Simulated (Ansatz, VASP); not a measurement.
**NaF: VASP beside Ansatz**

Contents of INCAR:

```
SYSTEM = NaF
ALGO = Normal
EDIFF = 1E-6
ENCUT = 520
GGA = PE
ISIF = 2
ISMEAR = 0
LASPH = .TRUE.
LCHARG = .FALSE.
LREAL = .FALSE.
LWAVE = .FALSE.
NBANDS = 14
NELM = 80
PREC = Accurate
SIGMA = 0.05
```

The input KPOINTS:

```
k-points
0
G
  10 10 10
  0 0 0
```

File POSCAR:

```
NaF
1.0
   -0.1110753671      2.2691110705      2.2691110705
    2.2691110705     -0.1110753671      2.2691110705
    2.2691110705      2.2691110705     -0.1110753671
Na F
1 1
Direct
    0.0000000000      0.0000000000      0.0000000000
    0.5000000000      0.5000000000      0.5000000000
```

Input for Ansatz:

```yaml
crystal:
  lattice:
    - [-0.1110753671, 2.2691110705, 2.2691110705]
    - [2.2691110705, -0.1110753671, 2.2691110705]
    - [2.2691110705, 2.2691110705, -0.1110753671]
  atoms:
    - { symbol: Na, position: [0.0, 0.0, 0.0] }
    - { symbol: F, position: [0.5, 0.5, 0.5] }
basis:
  ecutwfc: 420
kpoints:
  mp_grid: { grid: [10, 10, 10] }
hamiltonian:
  xc: pbe
scf:
  occupations: { method: gaussian, width: 0.05 }
output:
  forces: true
  stress: true
  eigenvalues: true
```

Alike in both runs: task single point; functional PBE; k mesh 10 × 10 × 10; occupations gaussian, width 0.05 eV; no spin polarisation.

|  | VASP | Ansatz |
| --- | --- | --- |
| version | VASP 6.6.1 | Ansatz 0.2.0 |
| potentials or method | VASP PAW PBE potentials, release 64 (Na_pv, F), cutoff 520 eV | scalar-relativistic, plane waves, PAW |
| valence electrons in the cell | 14 | 16 |

```tsv
	VASP	Ansatz	Ansatz less VASP
gap on the k mesh at the Fermi level (eV)	6.11	6.13	+0.016
least direct gap on the mesh (eV)	6.11	6.13	+0.016
pressure (GPa)	1.5	1.6	+0.13
traceless stress, the component that is largest in VASP (GPa)	1.12	1.13	+0.005
```

VASP's potentials hold 14 valence electrons a cell and Ansatz's 16, so a difference there can come from the potentials and not from the codes.
